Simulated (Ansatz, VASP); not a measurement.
One calculation of TiSi5O12, two programs

The input INCAR:

```
PREC = Accurate
ENCUT = 600
EDIFF = 1E-6
ISMEAR = 0
SIGMA = 0.1
LREAL = Auto
LASPH = True
NELM = 100
ALGO = Normal
ISIF = 3
LWAVE = False
LCHARG = False
GGA = PE
IBRION = 2
NSW = 45
EDIFFG = -0.04
ISYM = 0
```

Contents of KPOINTS:

```
regular mesh
0
Gamma
  4 4 3
```

Contents of POSCAR:

```
TiSi5O12
1.0
   -0.0193500513     -4.3029271456      2.7425842610
   -4.3030225668     -0.0193606308      2.7425679848
   -4.3290676437     -4.3289510635     -2.7528517480
O Si Ti
12 5 1
Direct
    0.2286032570      0.2286479607      0.4591940919
    0.5615059093      0.5616100283      0.1161351273
    0.8964060534      0.8964715319      0.8007858596
    0.1027422495      0.1028508183      0.2059168871
    0.4349609753      0.4350621706      0.8643448626
    0.7698106219      0.7699305625      0.5490045925
    0.6457676385      0.0467159191      0.1535772994
    0.9743637347      0.3570426628      0.8325617746
    0.2846958800      0.6856252667      0.5115263008
    0.0465914065      0.6458704906      0.1536302310
    0.3569740885      0.9744676143      0.8325697876
    0.6855678281      0.2848396095      0.5115340690
    0.3286753594      0.3287487370      0.6698989329
    0.0026857637      0.0027665484      0.9952873783
    0.3332764433      0.3334435683      0.1577336409
    0.6656875490      0.6657602343      0.8325698742
    0.9979865702      0.9981591870      0.5073975919
    0.6655833418      0.6658376131      0.3325865197
```

Input for Ansatz:

```yaml
crystal:
  lattice:
    - [-0.0193500513, -4.3029271456, 2.742584261]
    - [-4.3030225668, -0.0193606308, 2.7425679848]
    - [-4.3290676437, -4.3289510635, -2.752851748]
  atoms:
    - { symbol: O, position: [0.228603257, 0.2286479607, 0.4591940919] }
    - { symbol: O, position: [0.5615059093, 0.5616100283, 0.1161351273] }
    - { symbol: O, position: [0.8964060534, 0.8964715319, 0.8007858596] }
    - { symbol: O, position: [0.1027422495, 0.1028508183, 0.2059168871] }
    - { symbol: O, position: [0.4349609753, 0.4350621706, 0.8643448626] }
    - { symbol: O, position: [0.7698106219, 0.7699305625, 0.5490045925] }
    - { symbol: O, position: [0.6457676385, 0.0467159191, 0.1535772994] }
    - { symbol: O, position: [0.9743637347, 0.3570426628, 0.8325617746] }
    - { symbol: O, position: [0.28469588, 0.6856252667, 0.5115263008] }
    - { symbol: O, position: [0.0465914065, 0.6458704906, 0.153630231] }
    - { symbol: O, position: [0.3569740885, 0.9744676143, 0.8325697876] }
    - { symbol: O, position: [0.6855678281, 0.2848396095, 0.511534069] }
    - { symbol: Si, position: [0.3286753594, 0.328748737, 0.6698989329] }
    - { symbol: Si, position: [0.0026857637, 0.0027665484, 0.9952873783] }
    - { symbol: Si, position: [0.3332764433, 0.3334435683, 0.1577336409] }
    - { symbol: Si, position: [0.665687549, 0.6657602343, 0.8325698742] }
    - { symbol: Si, position: [0.9979865702, 0.998159187, 0.5073975919] }
    - { symbol: Ti, position: [0.6655833418, 0.6658376131, 0.3325865197] }
  symmetry: { detect: false }
basis:
  ecutwfc: 420
kpoints:
  mp_grid: { grid: [4, 4, 3] }
hamiltonian:
  xc: pbe
scf:
  occupations: { method: gaussian, width: 0.1 }
  lower_state_search: "off"
output:
  forces: true
  stress: true
  eigenvalues: true
relax:
  adjacent_minimum: "off"
  f_tol: 0.04
  max_steps: 25
  cell: { stress_tol: 0.3 }
```

Alike in both runs: task relaxation of cell and atoms; functional PBE; k mesh 4 × 4 × 3; occupations gaussian, width 0.1 eV; no spin polarisation.

```csv
,VASP,Ansatz
version,VASP 6.6.1,Ansatz 0.2.0
potentials or method,"VASP PAW PBE potentials, release 64 (O, Si, Ti_sv), cutoff 600 eV","scalar-relativistic, plane waves, PAW"
valence electrons in the cell,104,104
```

VASP gave:

```
gap on the k mesh at the Fermi level, each at its own relaxed structure (eV)  : 1.87
relaxed volume (Å³/atom)                                                      : 8.48
relaxed length of the cell vector where the two differ most in proportion (Å) : 6.709
```

Task: Estimate Ansatz's values.

Result: gap on the k mesh at the Fermi level, each at its own relaxed structure (eV): 1.90; relaxed volume (Å³/atom): 8.48; relaxed length of the cell vector where the two differ most in proportion (Å): 6.713.
